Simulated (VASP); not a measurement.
Input of a VASP 6.6.1 run:

POSCAR

```
AgBr
1.0
    2.7522127179      2.7522127179      0.0000000000
   -2.7522127179      2.7522127179      0.0000000000
    0.0000000000      2.7522127179      2.7522127179
Ag Br
1 1
Direct
    0.0000000000      0.0000000000      0.0000000000
    0.5000000000      0.5000000000      0.0000000000
```

INCAR.step1

```
SYSTEM = AgBr
  PREC = Accurate
  ENCUT = 550
  ISMEAR = 0
  SIGMA = 0.01
  LREAL = .False.
  LASPH = .True.
  NELM = 120
  NBANDS = 16
  GGA = PE
  ALGO = Normal
  EDIFF = 1E-5
  LWAVE = .True.
  LCHARG = .False.
  GGA_COMPAT = .False.
```

Contents of INCAR.step2:

```
SYSTEM = AgBr
  PREC = Accurate
  ENCUT = 550
  EDIFF = 1E-6
  ISMEAR = 0
  SIGMA = 0.01
  LREAL = .False.
  LASPH = .True.
  NELM = 120
  ALGO = Normal
  ISIF = 2
  LWAVE = .False.
  LCHARG = .True.
  METAGGA = R2SCAN
  LMIXTAU = .True.
  LELF = .True.
  LVHAR = .True.
  NBANDS = 16
  ISTART = 1
  GGA_COMPAT = .False.
```

Contents of KPOINTS:

```
regular mesh
0
Gamma
  8 8 8
  0 0 0
```

Potentials or basis: VASP PAW PBE potentials, release 64 (Ag, Br).

Launch:

```console
$ cat potpaw_PBE.64/Ag/POTCAR potpaw_PBE.64/Br/POTCAR > POTCAR
$ cp INCAR.step1 INCAR
$ mpirun -np 1 vasp_std > vasp.out
$ cp INCAR.step2 INCAR
$ mpirun -np 1 vasp_std > vasp.out
```

**Question.** Estimate the pressure.

**Answer.** 10.0 GPa.

**Question.** Predict the band gap on the k mesh.

**Answer.** 1.30 eV, indirect (least direct gap 3.84 eV).

Caveat: the PAW data sets were made with another functional, which shifts forces and pressure a little. A k mesh can miss the band edges.
